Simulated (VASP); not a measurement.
Here is a VASP 6.6.1 calculation.

The input INCAR:

```
SYSTEM = I
PREC = Accurate ; ENCUT = 520
EDIFF = 1E-6 ; ISMEAR = -1
SIGMA = 0.08 ; LREAL = .FALSE.
LASPH = .TRUE. ; NELM = 60
ALGO = Normal ; ISIF = 2
LWAVE = .FALSE. ; LCHARG = .FALSE.
NBANDS = 14
```

Contents of KPOINTS:

```
regular mesh
0
G
  12 12 7
  0 0 0
```

File POSCAR:

```
I
1.0
    2.7267857194      0.0000000000      0.0000000000
   -1.3633928597      2.3614657037      0.0000000000
    0.0000000000      0.0000000000      4.6629891235
I
2
Direct
    0.3333333333      0.6666666667      0.2500000000
    0.6666666667      0.3333333333      0.7500000000
```

Potentials or basis: VASP PAW LDA potentials, release 64 (I).

The run is started by

```bash
$ cat potpaw_LDA.64/I/POTCAR > POTCAR
$ mpirun -np 1 vasp_std > vasp.out
```

What does it give for the pressure?

161.9 GPa.

What does it give for the band gap on the k mesh?

Zero (bands 7 and 8 overlap by 10.40 eV).

Stress tensor (GPa, compression positive):
```
161.58   0.00   0.00
  0.00 161.58   0.00
  0.00   0.00 162.51
```

Caveat: the cell stands under pressure; spin-orbit coupling is left out, which moves the levels of the heavy elements.
